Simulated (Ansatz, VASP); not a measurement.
# YI in VASP and in Ansatz

Contents of INCAR:

```
PREC = Accurate
ENCUT = 520
EDIFF = 1E-6
ISMEAR = -1
SIGMA = 0.05
LREAL = False
LASPH = True
NELM = 60
ALGO = Normal
ISIF = 2
LWAVE = False
LCHARG = False
GGA = CA
NBANDS = 26
```

Contents of KPOINTS:

```
regular mesh
0
Gamma
  7 7 3
```

POSCAR

```
YI
1.0
    3.8752167608      0.0000000000      0.0000000000
   -1.9376083804      3.3560361600      0.0000000000
    0.0000000000      0.0000000000     10.8533007814
Y I
2 2
Direct
    0.6666666667      0.3333333333      0.6267270000
    0.3333333333      0.6666666667      0.3732730000
    0.3333333333      0.6666666667      0.8199750000
    0.6666666667      0.3333333333      0.1800250000
```

Input for Ansatz:

```yaml
crystal:
  lattice:
    - [3.8752167608, 0.0, 0.0]
    - [-1.9376083804, 3.35603616, 0.0]
    - [0.0, 0.0, 10.8533007814]
  atoms:
    - { symbol: "Y", position: [0.6666666667, 0.3333333333, 0.626727] }
    - { symbol: "Y", position: [0.3333333333, 0.6666666667, 0.373273] }
    - { symbol: I, position: [0.3333333333, 0.6666666667, 0.819975] }
    - { symbol: I, position: [0.6666666667, 0.3333333333, 0.180025] }
kpoints:
  mp_grid: { grid: [7, 7, 3] }
scf:
  occupations: { method: fermi_dirac, width: 0.05 }
hamiltonian:
  xc: lda
  pseudopotentials: { kind: paw }
output:
  forces: true
  stress: true
  eigenvalues: true
```

Change from the starting cell: volume scaled by 0.94, no spin polarisation, PAW files.

Alike in both runs: task single point; functional LDA; k mesh 7 × 7 × 3; occupations fermi-dirac, width 0.05 eV; no spin polarisation.

```csv
,VASP,Ansatz
version,VASP 6.6.1,Ansatz 0.2.0
potentials or method,"VASP PAW LDA potentials, release 64 (Y_sv, I)","PAW with Ansatz's default frozen-core files, scalar-relativistic"
plane-wave cutoff (eV),520,420
valence electrons in the cell,36,56
```

```csv
,VASP,Ansatz,Ansatz less VASP
pressure (GPa),-1.1,-1.2,-0.01
"traceless stress, the component that is largest in VASP (GPa)",0.53,0.52,-0.008
rms of the force components (eV/Å),0.074,0.076,+0.0023
```

LDA's correlation is that of Perdew and Zunger in VASP and of Perdew and Wang (1992) in Ansatz. Atom by atom the forces differ by 0.003 eV/Å (rms over components). VASP's potentials hold 36 valence electrons a cell and Ansatz's 56, so a difference there can come from the potentials and not from the codes.

Spin-orbit coupling is off throughout.
